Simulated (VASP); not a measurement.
Set up this calculation in VASP 6.6.1, as the native input.

* Task: single point
* Functional: PBE
* Potentials or basis: VASP PAW PBE potentials, release 64 (Be, Os)
* Cutoff: 600 eV
* k mesh: 6 × 6 × 6
* Occupations: gaussian, width 0.1 eV
* Spin: collinear spin, ferromagnetic start
* Starting moments: [0.0, 1.0] μB
* Dipole correction: no
* Further INCAR settings: ALGO = Normal; EDIFF = 1e-06; NBANDS = 16

The structure of BeOs lies in POSCAR:

```
BeOs
1.0
    0.0000000000      2.2570037783      2.2570037783
    2.2570037783      0.0000000000      2.2570037783
    2.2570037783      2.2570037783      0.0000000000
Be Os
1 1
Direct
    0.0000000000      0.0000000000      0.0000000000
    0.5000000000      0.5000000000      0.5000000000
```

The input as run:

INCAR

```
PREC = Accurate
ENCUT = 600
EDIFF = 1E-6
ISMEAR = 0
SIGMA = 0.1
LREAL = F
LASPH = T
NELM = 200
ALGO = Normal
ISIF = 2
LWAVE = F
LCHARG = T
ISPIN = 2
MAGMOM = 0 1
LORBIT = 11
LMAXMIX = 4
GGA = PE
LELF = T
LVHAR = T
NBANDS = 16
GGA_COMPAT = F
```

KPOINTS

```
regular mesh
0
Gamma
  6 6 6
```

Potentials or basis: VASP PAW PBE potentials, release 64 (Be, Os).

Run with:

```console
$ cat potpaw_PBE.64/Be/POTCAR potpaw_PBE.64/Os/POTCAR > POTCAR
$ mpirun -np 1 vasp_std > vasp.out
```

Results of the run:

```json
{
 "Pressure": "0.6 GPa",
 "Band gap on the k mesh": "zero (filled and empty bands overlap)",
 "Net moment": "0.00 μB per cell",
 "Valence electrons inside the program's atomic spheres": "Be 1.35; Os 7.26"
}
```

Caveat: the k points lie up to 0.40 Å⁻¹ apart; spin-orbit coupling is left out, which moves the levels of the heavy elements.

It took 40 s on 1 thread of Intel Xeon 8259CL (shared host), peak memory 0.18 GiB.
